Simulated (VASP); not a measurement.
Here is a VASP 6.6.1 calculation.

File INCAR:

```
  PREC = Accurate
  ENCUT = 520
  EDIFF = 1E-6
  ISMEAR = -1
  SIGMA = 0.1
  LREAL = False
  LASPH = True
  NELM = 60
  ALGO = Normal
  ISIF = 2
  LWAVE = False
  LCHARG = False
  GGA = PE
  NBANDS = 25
```

The input KPOINTS:

```
Automatic mesh
0
Gamma
  7 7 10
```

The input POSCAR:

```
SiO2
1.0
    3.5757923557      0.0000000000      0.0000000000
    0.0000000000      3.5757923557      0.0000000000
    0.0000000000      0.0000000000      2.3412002772
Si O
2 4
Direct
    0.0000000000      0.0000000000      0.0000000000
    0.5000000000      0.5000000000      0.5000000000
    0.2983754371      0.2983754371      0.0000000000
    0.7016245629      0.7016245629      0.0000000000
    0.7983754371      0.2016245629      0.5000000000
    0.2016245629      0.7983754371      0.5000000000
```

Potentials or basis: VASP PAW PBE potentials, release 64 (Si, O).

Run with:

```bash
$ cat potpaw_PBE.64/Si/POTCAR potpaw_PBE.64/O/POTCAR > POTCAR
$ mpirun -np 1 vasp_std > vasp.out
```

(1) What does it give for the band gap on the k mesh?

(2) What does it give for the largest force?

Results:

(1) 7.13 eV, direct.

(2) 0.048 eV/Å.
